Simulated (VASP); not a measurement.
Runs of VASP 6.6.1 on SrTiC. The structure is that of space group P4/mmm (No. 123), or close to it. The cells are those of the table. The cell was built from a structure type or drawn by symmetry, and may not be a known phase.

| task | spin | cell | k mesh | cutoff (eV) | gap on the mesh (eV) | pressure (GPa) | relaxed volume (Å³/atom) |
| --- | --- | --- | --- | --- | --- | --- | --- |
| relaxation of cell and atoms | off | relaxed from a = 3.098, b = 3.098, c = 5.579 Å, 3 atoms | 6 × 6 × 4 | 600 | none | 0.0 | (a) |
| single point | off | a = 3.103, b = 3.103, c = 5.599 Å, 3 atoms | 14 × 14 × 8 | 520 | none | 0.2 | - |
| relaxation of cell and atoms | off | relaxed from a = 3.102, b = 3.102, c = 5.604 Å, 3 atoms | 14 × 14 × 8 | 600 | none | 0.0 | 18.02 |
| single point | off | a = 3.102, b = 3.102, c = 5.604 Å, 3 atoms | 6 × 6 × 4 | 520 | none | 0.3 | - |
| single point | collinear | a = 3.102, b = 3.102, c = 5.604 Å, 3 atoms | 6 × 6 × 4 | 520 | none | 0.3 | - |
| single point | off | a = 3.098, b = 3.098, c = 5.579 Å, 3 atoms | 4 × 4 × 4 | 520 | none | 0.5 | - |

Alike in all rows: level PBE; potentials or basis VASP PAW PBE potentials, release 64 (Sr_sv, Ti_sv, C); smearing gaussian 0.1 eV.

**Question.** Estimate the missing entries.

**Answer.** (a) 18.01.

Caveats: some runs use coarse meshes.

A k mesh can miss the band edges, and the runs leave out spin-orbit coupling on Sr.

A gap of «none» marks levels without a gap at the run's occupations.
